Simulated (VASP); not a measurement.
Input of a VASP 6.6.1 run:

File INCAR:

```
PREC     = Accurate       # precision mode
ENCUT    = 500            # plane-wave cutoff, eV
EDIFF    = 1E-6           # SCF threshold, eV
ISMEAR   = 0              # smearing method
SIGMA    = 0.1            # smearing width, eV
LREAL    = F              # projectors in reciprocal space
LASPH    = T              # aspherical terms in the spheres
NELM     = 200            # most SCF steps
ALGO     = Normal         # electronic algorithm
ISIF     = 2              # what is computed and relaxed
LWAVE    = F              # write WAVECAR
LCHARG   = F              # write CHGCAR
GGA      = PE             # functional
NBANDS   = 25             # bands
GGA_COMPAT= F            
LMAXMIX  = 6              # l up to which the mixer works
```

The input KPOINTS:

```
Automatic mesh
0
Gamma
  4 4 4
```

File POSCAR:

```
Dy3Br
1.0
    0.0000000000      4.0099291000      4.0099291000
    4.0099291000      0.0000000000      4.0099291000
    4.0099291000      4.0099291000      0.0000000000
Dy Br
3 1
Direct
    0.7500000000      0.7500000000      0.7500000000
    0.5000000000      0.5000000000      0.5000000000
    0.2500000000      0.2500000000      0.2500000000
    0.0000000000      0.0000000000      0.0000000000
```

Potentials or basis: VASP PAW PBE potentials, release 64 (Dy_3, Br), 4f in core.

Launch:

```sh
$ cat potpaw_PBE.64/Dy_3/POTCAR potpaw_PBE.64/Br/POTCAR > POTCAR
$ mpirun -np 1 vasp_std > vasp.out
```

**Question.** Predict the pressure.

**Answer.** -2.2 GPa.

**Question.** What does it give for the band gap on the k mesh?

**Answer.** Zero (bands 17 and 18 overlap by 0.36 eV).

Caveat: spin-orbit coupling is left out, which moves the levels of the heavy elements; the 4f electrons are frozen in the core, so they carry no moment and show no levels; the run has no spin polarisation, though such a crystal can be magnetic. Spin polarisation is off, so any magnetic state and its effect on volume and gap are missing.
